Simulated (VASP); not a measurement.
# Mo3H in VASP: single point with r2SCAN

Aim: the single point of Mo3H with r2SCAN.

Everything below comes from runs of VASP 6.6.1. Logs are shortened: lines on timing, memory, paths and dates and some standing lists are left out, and cuts for length are marked.

## (1) The cell of the first run

The cell holds a slab with vacuum, 4 atoms: a = 2.728 Å, b = 2.728 Å, c = 19.793 Å, α = 90.00°, β = 90.00°, γ = 109.47°.

## (2) Single point, r2SCAN

Contents of POSCAR:

```
Mo3H
1.0
    2.7283492377      0.0000000000      0.0000000000
   -0.9094497459      2.5723123299      0.0000000000
    0.0000000000      0.0000000000     19.7934267932
Mo H
3 1
Direct
    0.5000000000      0.5000000000      0.2020872910
    0.0000000000      0.0000000000      0.3105456183
    0.5000000000      0.5000000000      0.4189990384
    0.5000000000      0.5000000000      0.5060274408
```

Contents of INCAR.step1:

```
SYSTEM = Mo3H
  PREC = Accurate
  ENCUT = 520
  ISMEAR = 0
  SIGMA = 0.1
  LREAL = .FALSE.
  LASPH = .TRUE.
  NELM = 60
  LDIPOL = .TRUE.
  IDIPOL = 3
  DIPOL = 0.5 0.5 0.359
  NBANDS = 30
  GGA = PE
  ALGO = Normal
  EDIFF = 1E-4
  LWAVE = .TRUE.
  LCHARG = .FALSE.
```

Contents of INCAR.step2:

```
SYSTEM = Mo3H
  PREC = Accurate
  ENCUT = 520
  EDIFF = 1E-6
  ISMEAR = 0
  SIGMA = 0.1
  LREAL = .FALSE.
  LASPH = .TRUE.
  NELM = 60
  ALGO = Normal
  ISIF = 2
  LWAVE = .FALSE.
  LCHARG = .TRUE.
  LDIPOL = .TRUE.
  IDIPOL = 3
  DIPOL = 0.5 0.5 0.359
  METAGGA = R2SCAN
  LMIXTAU = .TRUE.
  LELF = .TRUE.
  LVHAR = .TRUE.
  LVACPOTAV = .TRUE.
  NBANDS = 30
  ISTART = 1
```

Contents of KPOINTS:

```
Automatic mesh
0
G
  10 10 1
  0 0 0
```

Potentials or basis: VASP PAW PBE potentials, release 64 (Mo_sv, H).

Command:

```sh
$ cat potpaw_PBE.64/Mo_sv/POTCAR potpaw_PBE.64/H/POTCAR > POTCAR
$ cp INCAR.step1 INCAR
$ mpirun -np 1 vasp_std > vasp.out
$ cp INCAR.step2 INCAR
$ mpirun -np 1 vasp_std > vasp.out
```

OUTCAR:

```text
SYSTEM = Mo3H
   PREC = Accurate
   ENCUT = 520
   EDIFF = 1E-6
   ISMEAR = 0
   LREAL = .FALSE.
   LASPH = .TRUE.
   NELM = 60
   ISIF = 2
   METAGGA = R2SCAN
   ISTART = 1

 ion  position               nearest neighbor table
   1  0.500  0.500  0.202-   2 2.66   2 2.66   2 3.09   2 3.09
   2  0.000  0.000  0.311-   3 2.66   3 2.66   1 2.66   1 2.66   3 3.09   3 3.09   1 3.09   1 3.09

   3  0.500  0.500  0.419-   4 1.72   2 2.66   2 2.66   2 3.09   2 3.09
   4  0.500  0.500  0.506-   3 1.72

  LATTYP: Found a base centered orthorhombic cell.
 ALAT       =     3.1504263337
 B/A-ratio  =     1.4142135624
 C/A-ratio  =     6.2827772171

  Lattice vectors:

 A1 = (   2.7283492377,   0.0000000000,   0.0000000000)
 A2 = (  -0.9094497459,   2.5723123299,   0.0000000000)
 A3 = (   0.0000000000,   0.0000000000,  19.7934267932)

Analysis of symmetry for initial positions (statically):
=====================================================================
 Subroutine PRICEL returns:
 Original cell was already a primitive cell.

 Routine SETGRP: Setting up the symmetry group for a
 base centered orthorhombic supercell.

 Subroutine GETGRP returns: Found  4 space group operations
 (whereof  4 operations were pure point group operations)
 out of a pool of  8 trial point group operations.

The static configuration has the point symmetry C_2v.

Analysis of symmetry for dynamics (positions and initial velocities):
=====================================================================
 Subroutine PRICEL returns:
 Original cell was already a primitive cell.

 Routine SETGRP: Setting up the symmetry group for a
 base centered orthorhombic supercell.

 Subroutine GETGRP returns: Found  4 space group operations
 (whereof  4 operations were pure point group operations)
 out of a pool of  8 trial point group operations.

The dynamic configuration has the point symmetry C_2v.

 Subroutine INISYM returns: Found  4 space group operations
 (whereof  4 operations are pure point group operations),
 and found     1 'primitive' translations

----------------------------------------------------------------------------------------

                                     Primitive cell

  volume of cell :     138.9136

  direct lattice vectors                    reciprocal lattice vectors
     2.728349238  0.000000000  0.000000000     0.366521993  0.129585093  0.000000000
    -0.909449746  2.572312330  0.000000000     0.000000000  0.388755280  0.000000000
     0.000000000  0.000000000 19.793426793     0.000000000  0.000000000  0.050521823

  length of vectors
     2.728349238  2.728349238 19.793426793     0.388755280  0.388755280  0.050521823

  position of ions in fractional coordinates (direct lattice)
     0.500000000  0.500000000  0.202087291
     0.000000000  0.000000000  0.310545618
     0.500000000  0.500000000  0.418999038
     0.500000000  0.500000000  0.506027441

  ion indices of the primitive-cell ions
   primitive index   ion index
                 1           1
                 2           2
                 3           3
                 4           4

----------------------------------------------------------------------------------------

 KPOINTS: Automatic mesh

Automatic generation of k-mesh.
 Grid dimensions read from file:
 generate k-points for:   10   10    1

 Generating k-lattice:

  Cartesian coordinates                     Fractional coordinates (reciprocal lattice)
     0.036652199  0.012958509  0.000000000     0.100000000 -0.000000000  0.000000000
     0.000000000  0.038875528  0.000000000     0.000000000  0.100000000  0.000000000
     0.000000000  0.000000000  0.050521823     0.000000000  0.000000000  1.000000000

  Length of vectors
     0.038875528  0.038875528  0.050521823

  Shift w.r.t. Gamma in fractional coordinates (k-lattice)
     0.000000000  0.000000000  0.000000000

 Subroutine IBZKPT returns following result:
 ===========================================

 Found     31 irreducible k-points:

 Following reciprocal coordinates:
            Coordinates               Weight
  0.000000  0.000000  0.000000      1.000000
  0.100000  0.000000  0.000000      4.000000
  0.200000  0.000000  0.000000      4.000000
  0.300000  0.000000  0.000000      4.000000
  0.400000  0.000000  0.000000      4.000000
  0.500000  0.000000  0.000000      2.000000
[... 16 lines left out ...]
  0.300000  0.300000  0.000000      2.000000
  0.400000  0.300000  0.000000      4.000000
 [... further k-points ...]
   k-points           NKPTS =     31   k-points in BZ     NKDIM =     31   number of bands    NBANDS=     30
   number of dos      NEDOS =    301   number of ions     NIONS =      4
   total plane-waves  NPLWV =  60000
   dimension x,y,z NGX =    20 NGY =   20 NGZ =  150
   dimension x,y,z NGXF=    40 NGYF=   40 NGZF=  300
   ions per type =               3   1
   NGX,Y,Z   is equivalent  to a cutoff of  12.19, 12.19, 12.60 a.u.
   NGXF,Y,Z  is equivalent  to a cutoff of  24.37, 24.37, 25.20 a.u.
 SYSTEM =  Mo3H
   PREC   = accura    normal or accurate (medium, high low for compatibility)
   ISTART =      1    job   : 0-new  1-cont  2-samecut
   ICHARG =      0    charge: 1-file 2-atom 10-const
   ISPIN  =      1    spin polarized calculation?
   LNONCOLLINEAR =      F non collinear calculations
   LSORBIT =      F    spin-orbit coupling
   LASPH  =      T    aspherical Exc in radial PAW
   ENCUT  =  520.0 eV  38.22 Ry    6.18 a.u.   5.07  5.07 36.80*2*pi/ulx,y,z
   NELM   =     60;   NELMIN=  2; NELMDL=  0     # of ELM steps
   EDIFF  = 0.1E-05   stopping-criterion for ELM
   LREAL  =      F    real-space projection
   EDIFFG = 0.1E-04   stopping-criterion for IOM
   NSW    =      0    number of steps for IOM
   IBRION =     -1    ionic relax: 0-MD 1-quasi-New 2-CG
   NFREE  =      0    steps in history (QN), initial steepest desc. (CG)
   ISIF   =      2    stress and relaxation
   ISYM   =      2    0-nonsym 1-usesym 2-fastsym
   POTIM  = 0.5000    time-step for ionic-motion
   TEBEG  =    0.0;   TEEND  =   0.0 temperature during run
   PSTRESS=    0.0 pullay stress
   NELECT =      43.0000    total number of electrons
   NUPDOWN=      -1.0000    fix difference up-down
   EMIN   =  10.00;   EMAX   =-10.00  energy-range for DOS
   EFERMI =   0.00;   METHOD = LEGACY
   ISMEAR =     0;   SIGMA  =   0.10  broadening in eV -4-tet -1-fermi 0-gaus
   EFERMI_NEDOS =   21; number of points for ismear=-14 and -15
   IALGO  =     38    algorithm
   IMIX   =      4    mixing-type and parameters
     AMIX     =   0.40;   BMIX     =  1.00
     AMIX_MAG =   1.60;   BMIX_MAG =  1.00
  volume/ion in A,a.u.               =      34.73       234.36
  Fermi-wavevector in a.u.,A,eV,Ry     =   1.107430  2.092738 16.686187  1.226400
  Thomas-Fermi vector in A             =   2.243944
   LORBIT       =      0    0 simple, 1 ext, 2 COOP (PROOUT), +10 PAW based schemes
   METAGGA = R2SCAN    functional components
   LHFCALC =     F    Hartree Fock is set to
   AEXX    =    0.0000 exact exchange contribution
   IVDW    =     0    specifies the selected vdW correction
   LEPSILON=     F    determine dielectric tensor
   LRPA    =     F    only Hartree local field effects (RPA)
 non-spin polarized calculation
 Gauss-broadening in eV      SIGMA  =   0.10
  energy-cutoff  :      520.00
  volume of cell :      138.91
 maximum number of plane-waves:      3790
   NGX = 11   NGY = 11   NGZ = 73

 number of electron      42.9999993 magnetization

 dipolmoment           0.000000      0.000000      0.087207 electrons x Angstroem

 Free energy of the ion-electron system (eV)
  ---------------------------------------------------
  ext. energy  EPLUGINS =         0.00000000
  ---------------------------------------------------
  free energy    TOTEN  =       -78.64876587 eV

  energy without entropy =      -78.63356038  energy(sigma->0) =      -78.64116312

 E-fermi :   0.5012     XC(G=0):  -6.0346

 val. band max:        0.4887709495   @ k =  -0.4000   0.4000   0.0000
 cond. band min:       0.5219085650   @ k =   0.5000   0.1000   0.0000
 fundamental gap:      0.0331376155
 Fermi energy:         0.5012278638

 k-point     1 :       0.0000    0.0000    0.0000
  band No.  band energies     occupation
      1     -62.5339      2.00000
      2     -62.3210      2.00000
      3     -62.0645      2.00000
      4     -36.3991      2.00000
      5     -35.6694      2.00000
      6     -35.4644      2.00000
[... 22 lines left out ...]
     29       2.9048      0.00000
     30       3.2726      0.00000

 k-point     2 :       0.1000    0.0000    0.0000
  band No.  band energies     occupation
      1     -62.5148      2.00000
      2     -62.3100      2.00000
      3     -62.0530      2.00000
      4     -36.3685      2.00000
      5     -35.7404      2.00000
      6     -35.4436      2.00000
[... 22 lines left out ...]
     29       3.1681      0.00000
     30       3.4630      0.00000

 k-point     3 :       0.2000    0.0000    0.0000
  band No.  band energies     occupation
      1     -62.4631      2.00000
      2     -62.2821      2.00000
      3     -62.0228      2.00000
      4     -36.2943      2.00000
      5     -35.9330      2.00000
      6     -35.4788      2.00000
[... 22 lines left out ...]
     29       3.5095      0.00000
     30       3.6820      0.00000

 k-point     4 :       0.3000    0.0000    0.0000
  band No.  band energies     occupation
      1     -62.3952      2.00000
      2     -62.2508      2.00000
      3     -61.9851      2.00000
      4     -36.2615      2.00000
      5     -36.1882      2.00000
      6     -35.7337      2.00000
[... 616 lines left out ...]
     29       4.1187      0.00000
     30       4.5226      0.00000

 k-point    23 :       0.3000    0.3000    0.0000
  band No.  band energies     occupation
      1     -62.2725      2.00000
      2     -62.1892      2.00000
      3     -61.9061      2.00000
      4     -36.2341      2.00000
      5     -36.1088      2.00000
      6     -36.0290      2.00000
[... 22 lines left out ...]
     29       5.8210      0.00000
     30       7.7693      0.00000

 k-point    24 :       0.4000    0.3000    0.0000
  band No.  band energies     occupation
      1     -62.2603      2.00000
      2     -62.1529      2.00000
      3     -61.8773      2.00000
      4     -36.3077      2.00000
      5     -36.1452      2.00000
      6     -36.1009      2.00000
[... 22 lines left out ...]
     29       7.4744      0.00000
     30       9.1309      0.00000

 [... further k-points ...]

------------------------ aborting loop because EDIFF is reached ----------------------------------------

  FORCE on cell =-STRESS in cart. coord.  units (eV):
  Direction    XX          YY          ZZ          XY          YZ          ZX
  --------------------------------------------------------------------------------------
  -------------------------------------------------------------------------------------
  Total       -2.2891111     -1.7302848      1.2221263      0.7902998      0.0000000      0.0000000
  in kB      -26.4017558    -19.9564606     14.0955498      9.1150239      0.0000000      0.0000000
  external PRESSURE =     -10.7542222 kB  Pullay stress =       0.0000000 kB

 VOLUME and BASIS-vectors are now :
 -----------------------------------------------------------------------------
  energy-cutoff  :      520.00
  volume of cell :      138.91
      direct lattice vectors                 reciprocal lattice vectors
     2.728349238  0.000000000  0.000000000     0.366521993  0.129585093  0.000000000
    -0.909449746  2.572312330  0.000000000     0.000000000  0.388755280  0.000000000
     0.000000000  0.000000000 19.793426793     0.000000000  0.000000000  0.050521823

 POSITION                                       TOTAL-FORCE (eV/Angst)
 -----------------------------------------------------------------------------------
      0.90945      1.28616      4.00000        -0.000000      0.000000      0.310206
      0.00000      0.00000      6.14676        -0.000000      0.000000     -1.183847
      0.90945      1.28616      8.29343         0.000000      0.000000      0.859139
      0.90945      1.28616     10.01602         0.000000      0.000000      0.014503
 -----------------------------------------------------------------------------------
    total drift:                               -0.000000     -0.000000      0.001233

  FREE ENERGIE OF THE ION-ELECTRON SYSTEM (eV)
  ---------------------------------------------------
  free  energy   TOTEN  =       -78.6487658653 eV

  energy  without entropy=      -78.6335603847  energy(sigma->0) =      -78.64116312

 vacuum level on the upper side and lower side of the slab         7.324         5.074
```

Wall time 6.5 min (1 thread of AMD EPYC 9R45 (Zen 5), shared host); peak memory 0.28 GiB.

What came out:

```yaml
Free_energy: -78.6488 eV
Largest_force: 1.184 eV/Å
Band_gap_on_the_k_mesh: zero (an odd number of electrons rules out a gap without spin polarisation)
```

Forces in eV/Å, atoms in the order of the input:
```
Mo   0.000  0.000  0.310
Mo   0.000  0.000 -1.184
Mo   0.000  0.000  0.859
H    0.000  0.000  0.015
```

Caveat: the PAW data sets were made with another functional, which shifts forces and pressure a little.

The gap in the log of VASP goes by the Fermi energy; the results here count the filled bands.